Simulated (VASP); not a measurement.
# Y3ScRu4 in VASP: notebook

Runs on Y3ScRu4. Level: PBE. Tasks: single point.

Program: VASP 6.6.1. These are calculated values, not measurements. Logs are shortened: lines on timing, memory, paths and dates and some standing lists are left out, and cuts for length are marked.

## 1. The cell of the first run

The typed cell holds 8 atoms: a = 5.829 Å, b = 5.829 Å, c = 5.829 Å, α = 109.47°, β = 109.47°, γ = 109.47°.

## 2. Single point, PBE

INCAR reads:

```
PREC = Accurate
ENCUT = 520
EDIFF = 1E-6
ISMEAR = 0
SIGMA = 0.2
LREAL = F
LASPH = T
NELM = 60
ALGO = Normal
ISIF = 2
LWAVE = F
LCHARG = F
GGA = PE
NBANDS = 60
```

KPOINTS reads:

```
regular mesh
0
Gamma
  4 4 4
```

POSCAR reads:

```
Y3ScRu4
1.0
   -3.3650924294      3.3650924294      3.3650924294
    3.3650924294     -3.3650924294      3.3650924294
    3.3650924294      3.3650924294     -3.3650924294
Y Sc Ru
3 1 4
Direct
    0.0000000000      0.5000000000      0.5000000000
    0.5000000000      0.0000000000      0.5000000000
    0.5000000000      0.5000000000      0.0000000000
    0.0000000000      0.0000000000      0.0000000000
    0.4999158481      0.4999158481      0.4999158481
    0.0000000000      0.0000000000      0.5000841519
    0.0000000000      0.5000841519      0.0000000000
    0.5000841519      0.0000000000      0.0000000000
```

Potentials or basis: VASP PAW PBE potentials, release 64 (Y_sv, Sc_sv, Ru_pv).

On the command line:

```console
$ cat potpaw_PBE.64/Y_sv/POTCAR potpaw_PBE.64/Sc_sv/POTCAR potpaw_PBE.64/Ru_pv/POTCAR > POTCAR
$ mpirun -np 1 vasp_std > vasp.out
```

OUTCAR:

```text
PREC = Accurate
   ENCUT = 520
   EDIFF = 1E-6
   ISMEAR = 0
   LREAL = F
   LASPH = T
   NELM = 60
   ISIF = 2
   GGA = PE

 ion  position               nearest neighbor table
   1  0.000  0.500  0.500-   5 2.91   6 2.91   7 2.91   8 2.91   6 2.91   7 2.91   5 2.91   8 2.91
                             3 3.37   4 3.37   4 3.37   2 3.37   3 3.37   2 3.37
   2  0.500  0.000  0.500-   5 2.91   6 2.91   8 2.91   7 2.91   5 2.91   6 2.91   8 2.91   7 2.91
                             3 3.37   3 3.37   4 3.37   4 3.37   1 3.37   1 3.37
   3  0.500  0.500  0.000-   5 2.91   7 2.91   8 2.91   6 2.91   5 2.91   8 2.91   7 2.91   6 2.91
                             2 3.37   2 3.37   4 3.37   1 3.37   4 3.37   1 3.37
   4  0.000  0.000  0.000-   5 2.91   6 2.91   7 2.91   8 2.91   7 2.91   6 2.91   8 2.91   5 2.91
                             3 3.37   1 3.37   1 3.37   2 3.37   3 3.37   2 3.37
   5  0.500  0.500  0.500-   4 2.91   2 2.91   3 2.91   1 2.91   2 2.91   3 2.91   1 2.91   4 2.91

   6  0.000  0.000  0.500-   4 2.91   3 2.91   1 2.91   2 2.91   1 2.91   2 2.91   3 2.91   4 2.91

   7  0.000  0.500  0.000-   4 2.91   2 2.91   1 2.91   3 2.91   3 2.91   1 2.91   2 2.91   4 2.91

   8  0.500  0.000  0.000-   4 2.91   1 2.91   2 2.91   3 2.91   3 2.91   2 2.91   1 2.91   4 2.91

  LATTYP: Found a body centered cubic cell.
 ALAT       =     6.7301848588

  Lattice vectors:

 A1 = (  -3.3650924294,   3.3650924294,   3.3650924294)
 A2 = (   3.3650924294,  -3.3650924294,   3.3650924294)
 A3 = (   3.3650924294,   3.3650924294,  -3.3650924294)

Analysis of symmetry for initial positions (statically):
=====================================================================
 Subroutine PRICEL returns:
 Original cell was already a primitive cell.

 Routine SETGRP: Setting up the symmetry group for a
 body centered cubic supercell.

 Subroutine GETGRP returns: Found 24 space group operations
 (whereof 24 operations were pure point group operations)
 out of a pool of 48 trial point group operations.

The static configuration has the point symmetry T_d .

Analysis of symmetry for dynamics (positions and initial velocities):
=====================================================================
 Subroutine PRICEL returns:
 Original cell was already a primitive cell.

 Routine SETGRP: Setting up the symmetry group for a
 body centered cubic supercell.

 Subroutine GETGRP returns: Found 24 space group operations
 (whereof 24 operations were pure point group operations)
 out of a pool of 48 trial point group operations.

The dynamic configuration has the point symmetry T_d .

 Subroutine INISYM returns: Found 24 space group operations
 (whereof 24 operations are pure point group operations),
 and found     1 'primitive' translations

----------------------------------------------------------------------------------------

                                     Primitive cell

  volume of cell :     152.4232

  direct lattice vectors                    reciprocal lattice vectors
    -3.365092429  3.365092429  3.365092429     0.000000000  0.148584329  0.148584329
     3.365092429 -3.365092429  3.365092429     0.148584329  0.000000000  0.148584329
     3.365092429  3.365092429 -3.365092429     0.148584329  0.148584329  0.000000000

  length of vectors
     5.828511060  5.828511060  5.828511060     0.210129973  0.210129973  0.210129973

  position of ions in fractional coordinates (direct lattice)
     0.000000000  0.500000000  0.500000000
     0.500000000  0.000000000  0.500000000
     0.500000000  0.500000000  0.000000000
     0.000000000  0.000000000  0.000000000
     0.499915848  0.499915848  0.499915848
     0.000000000  0.000000000  0.500084152
     0.000000000  0.500084152  0.000000000
     0.500084152  0.000000000  0.000000000

  ion indices of the primitive-cell ions
   primitive index   ion index
                 1           1
                 2           2
                 3           3
                 4           4
                 5           5
                 6           6
                 7           7
                 8           8

----------------------------------------------------------------------------------------

 KPOINTS: regular mesh

Automatic generation of k-mesh.
 Grid dimensions read from file:
 generate k-points for:    4    4    4

 Generating k-lattice:

  Cartesian coordinates                     Fractional coordinates (reciprocal lattice)
     0.000000000  0.037146082  0.037146082     0.250000000  0.000000000  0.000000000
     0.037146082  0.000000000  0.037146082     0.000000000  0.250000000  0.000000000
     0.037146082  0.037146082  0.000000000     0.000000000  0.000000000  0.250000000

  Length of vectors
     0.052532493  0.052532493  0.052532493

  Shift w.r.t. Gamma in fractional coordinates (k-lattice)
     0.000000000  0.000000000  0.000000000

 Subroutine IBZKPT returns following result:
 ===========================================

 Found      8 irreducible k-points:

 Following reciprocal coordinates:
            Coordinates               Weight
  0.000000  0.000000  0.000000      1.000000
  0.250000  0.000000  0.000000     12.000000
  0.500000  0.000000  0.000000      6.000000
  0.250000  0.250000  0.000000     24.000000
  0.250000  0.250000  0.250000      2.000000
 -0.250000  0.250000  0.250000      6.000000
  0.500000  0.500000  0.250000     12.000000
  0.500000  0.500000  0.500000      1.000000
   k-points           NKPTS =      8   k-points in BZ     NKDIM =      8   number of bands    NBANDS=     60
   number of dos      NEDOS =    301   number of ions     NIONS =      8
   total plane-waves  NPLWV = 110592
   dimension x,y,z NGX =    48 NGY =   48 NGZ =   48
   dimension x,y,z NGXF=    96 NGYF=   96 NGZF=   96
   ions per type =               3   1   4
   NGX,Y,Z   is equivalent  to a cutoff of  13.69, 13.69, 13.69 a.u.
   NGXF,Y,Z  is equivalent  to a cutoff of  27.38, 27.38, 27.38 a.u.
 SYSTEM =  unknown system
   PREC   = accura    normal or accurate (medium, high low for compatibility)
   ISTART =      0    job   : 0-new  1-cont  2-samecut
   ICHARG =      2    charge: 1-file 2-atom 10-const
   ISPIN  =      1    spin polarized calculation?
   LNONCOLLINEAR =      F non collinear calculations
   LSORBIT =      F    spin-orbit coupling
   LASPH  =      T    aspherical Exc in radial PAW
   ENCUT  =  520.0 eV  38.22 Ry    6.18 a.u.  10.84 10.84 10.84*2*pi/ulx,y,z
   NELM   =     60;   NELMIN=  2; NELMDL= -5     # of ELM steps
   EDIFF  = 0.1E-05   stopping-criterion for ELM
   LREAL  =      F    real-space projection
   EDIFFG = 0.1E-04   stopping-criterion for IOM
   NSW    =      0    number of steps for IOM
   IBRION =     -1    ionic relax: 0-MD 1-quasi-New 2-CG
   NFREE  =      0    steps in history (QN), initial steepest desc. (CG)
   ISIF   =      2    stress and relaxation
   ISYM   =      2    0-nonsym 1-usesym 2-fastsym
   POTIM  = 0.5000    time-step for ionic-motion
   TEBEG  =    0.0;   TEEND  =   0.0 temperature during run
   PSTRESS=    0.0 pullay stress
   NELECT =     100.0000    total number of electrons
   NUPDOWN=      -1.0000    fix difference up-down
   EMIN   =  10.00;   EMAX   =-10.00  energy-range for DOS
   EFERMI =   0.00;   METHOD = LEGACY
   ISMEAR =     0;   SIGMA  =   0.20  broadening in eV -4-tet -1-fermi 0-gaus
   EFERMI_NEDOS =   21; number of points for ismear=-14 and -15
   IALGO  =     38    algorithm
   IMIX   =      4    mixing-type and parameters
     AMIX     =   0.40;   BMIX     =  1.00
     AMIX_MAG =   1.60;   BMIX_MAG =  1.00
  volume/ion in A,a.u.               =      19.05       128.58
  Fermi-wavevector in a.u.,A,eV,Ry     =   1.422518  2.688170 27.532179  2.023558
  Thomas-Fermi vector in A             =   2.543213
   LORBIT       =      0    0 simple, 1 ext, 2 COOP (PROOUT), +10 PAW based schemes
   GGA     = PE    functional components
   LHFCALC =     F    Hartree Fock is set to
   AEXX    =    0.0000 exact exchange contribution
   IVDW    =     0    specifies the selected vdW correction
   LEPSILON=     F    determine dielectric tensor
   LRPA    =     F    only Hartree local field effects (RPA)
 non-spin polarized calculation
 Gauss-broadening in eV      SIGMA  =   0.20
  energy-cutoff  :      520.00
  volume of cell :      152.42
 maximum number of plane-waves:      4130
 NGX is ok and might be reduce to    48
   NGX = 21   NGY = 21   NGZ = 21

 number of electron     100.0000017 magnetization

 Free energy of the ion-electron system (eV)
  ---------------------------------------------------
  ext. energy  EPLUGINS =         0.00000000
  ---------------------------------------------------
  free energy    TOTEN  =       -64.91890264 eV

  energy without entropy =      -64.76554776  energy(sigma->0) =      -64.84222520

 E-fermi :   6.4295     XC(G=0): -11.7928

 val. band max:        6.3739675697   @ k =   0.5000   0.5000   0.2500
 cond. band min:       6.4606753053   @ k =   0.2500   0.0000   0.0000
 fundamental gap:      0.0867077356
 Fermi energy:         6.4295397415

 k-point     1 :       0.0000    0.0000    0.0000
  band No.  band energies     occupation
      1     -42.3259      2.00000
      2     -35.0084      2.00000
      3     -35.0084      2.00000
      4     -35.0084      2.00000
      5     -35.0036      2.00000
      6     -35.0036      2.00000
[... 52 lines left out ...]
     59       9.4845      0.00000
     60       9.4845      0.00000

 k-point     2 :       0.2500    0.0000    0.0000
  band No.  band energies     occupation
      1     -42.3263      2.00000
      2     -35.0378      2.00000
      3     -35.0263      2.00000
      4     -35.0238      2.00000
      5     -34.9990      2.00000
      6     -34.9983      2.00000
[... 367 lines left out ...]
     59       8.6514      0.00000
     60       8.8281      0.00000

 k-point     8 :       0.5000    0.5000    0.5000
  band No.  band energies     occupation
      1     -42.3275      2.00000
      2     -35.1508      2.00000
      3     -35.1508      2.00000
      4     -35.0380      2.00000
      5     -34.9984      2.00000
      6     -34.9984      2.00000
[... 52 lines left out ...]
     59       8.3755      0.00000
     60       8.3755      0.00000

------------------------ aborting loop because EDIFF is reached ----------------------------------------

  FORCE on cell =-STRESS in cart. coord.  units (eV):
  Direction    XX          YY          ZZ          XY          YZ          ZX
  --------------------------------------------------------------------------------------
  -------------------------------------------------------------------------------------
  Total       -0.3177513     -0.3177513     -0.3177513      0.0000000      0.0000000     -0.0000000
  in kB       -3.3400039     -3.3400039     -3.3400039      0.0000000      0.0000000     -0.0000000
  external PRESSURE =      -3.3400039 kB  Pullay stress =       0.0000000 kB

 VOLUME and BASIS-vectors are now :
 -----------------------------------------------------------------------------
  energy-cutoff  :      520.00
  volume of cell :      152.42
      direct lattice vectors                 reciprocal lattice vectors
    -3.365092429  3.365092429  3.365092429     0.000000000  0.148584329  0.148584329
     3.365092429 -3.365092429  3.365092429     0.148584329  0.000000000  0.148584329
     3.365092429  3.365092429 -3.365092429     0.148584329  0.148584329  0.000000000

 POSITION                                       TOTAL-FORCE (eV/Angst)
 -----------------------------------------------------------------------------------
      3.36509      0.00000      0.00000        -0.000000      0.000000      0.000000
      0.00000      3.36509      0.00000        -0.000000      0.000000      0.000000
      0.00000      0.00000      3.36509        -0.000000      0.000000      0.000000
      0.00000      0.00000      0.00000        -0.000000      0.000000      0.000000
      1.68226      1.68226      1.68226         0.001777      0.001777      0.001777
      1.68283      1.68283     -1.68283        -0.001777     -0.001777      0.001777
      1.68283     -1.68283      1.68283        -0.001777      0.001777     -0.001777
     -1.68283      1.68283      1.68283         0.001777     -0.001777     -0.001777
 -----------------------------------------------------------------------------------
    total drift:                                0.000000      0.000000      0.000000

  FREE ENERGIE OF THE ION-ELECTRON SYSTEM (eV)
  ---------------------------------------------------
  free  energy   TOTEN  =       -64.9189026385 eV

  energy  without entropy=      -64.7655477618  energy(sigma->0) =      -64.84222520
```

It took 1.8 min on 1 thread of Intel Xeon Platinum 8375C at 2.90GHz (Ice Lake), shared host; peak memory 0.36 GiB.

Results:

```
Free energy            : -64.9189 eV
Pressure               : -0.3 GPa
Largest force          : 0.003 eV/Å
Band gap on the k mesh : zero (band 50 reaches 8.13 eV, above the bottom of band 51 at 5.36 eV)
```

Forces in eV/Å, atoms in the order of the input:
```
Y    0.000  0.000  0.000
Y    0.000  0.000  0.000
Y    0.000  0.000  0.000
Sc   0.000  0.000  0.000
Ru   0.002  0.002  0.002
Ru  -0.002 -0.002  0.002
Ru  -0.002  0.002 -0.002
Ru   0.002 -0.002 -0.002
```

Levels at points of the mesh, in eV from the Fermi level:
```csv
k point,band 46,band 47,band 48,band 49,band 50,band 51,band 52,band 53
"(0.00, 0.00, 0.00)",-0.32,0.93,0.93,0.93,1.70,1.70,1.70,2.14
"(0.50, 0.00, 0.00)",-0.77,-0.62,-0.56,-0.27,-0.27,0.47,0.57,1.49
"(0.50, 0.50, 0.50)",-0.48,-0.10,-0.10,-0.10,0.11,0.11,0.21,0.99
```

## 3. Single point, PBE

This run uses another cell than the first one, of 18.95 Å³/atom, 0.995 times its volume.

INCAR reads:

```
SYSTEM = Y3ScRu4
  PREC = Accurate
  ENCUT = 520
  EDIFF = 1E-6
  ISMEAR = 0
  SIGMA = 0.2
  LREAL = .FALSE.
  LASPH = .TRUE.
  NELM = 100
  ALGO = Fast
  ISIF = 2
  LWAVE = .FALSE.
  LCHARG = .FALSE.
  GGA = PE
  NBANDS = 60
```

KPOINTS reads:

```
regular mesh
0
G
  6 6 6
  0 0 0
```

POSCAR reads:

```
Y3ScRu4
1.0
   -3.3592838985      3.3592838985      3.3592838985
    3.3592838985     -3.3592838985      3.3592838985
    3.3592838985      3.3592838985     -3.3592838985
Y Sc Ru
3 1 4
Direct
    1.0000000000      0.5000000000      0.5000000000
    0.5000000000      0.0000000000      0.5000000000
    0.5000000000      0.5000000000      0.0000000000
    0.0000000000      0.0000000000      0.0000000000
    0.5000000000      0.5000000000      0.5000000000
    1.0000000000      0.0000000000      0.5000000000
    1.0000000000      0.5000000000      0.0000000000
    0.5000000000      0.0000000000      0.0000000000
```

Potentials or basis: VASP PAW PBE potentials, release 64 (Y_sv, Sc_sv, Ru_pv).

On the command line:

```console
$ cat potpaw_PBE.64/Y_sv/POTCAR potpaw_PBE.64/Sc_sv/POTCAR potpaw_PBE.64/Ru_pv/POTCAR > POTCAR
$ mpirun -np 1 vasp_std > vasp.out
```

It took 6.9 min on 1 thread of Intel Xeon Platinum 8375C at 2.90GHz (Ice Lake), shared host; peak memory 0.4 GiB.

It converged, with:

```
Free energy            : -64.9164 eV
Pressure               : 0.0 GPa
Band gap on the k mesh : zero (band 50 reaches 8.20 eV, above the bottom of band 51 at 5.70 eV)
```

Levels at points of the mesh, in eV from the Fermi level:
```csv
k point,band 47,band 48,band 49,band 50,band 51,band 52,band 53,band 54
"(0.00, 0.00, 0.00)",0.87,0.87,0.87,1.65,1.65,1.65,2.09,2.09
"(0.50, 0.00, 0.00)",-0.69,-0.62,-0.33,-0.33,0.40,0.51,1.43,1.47
"(0.50, 0.50, 0.50)",-0.18,-0.18,-0.18,0.04,0.04,0.15,0.93,0.93
```
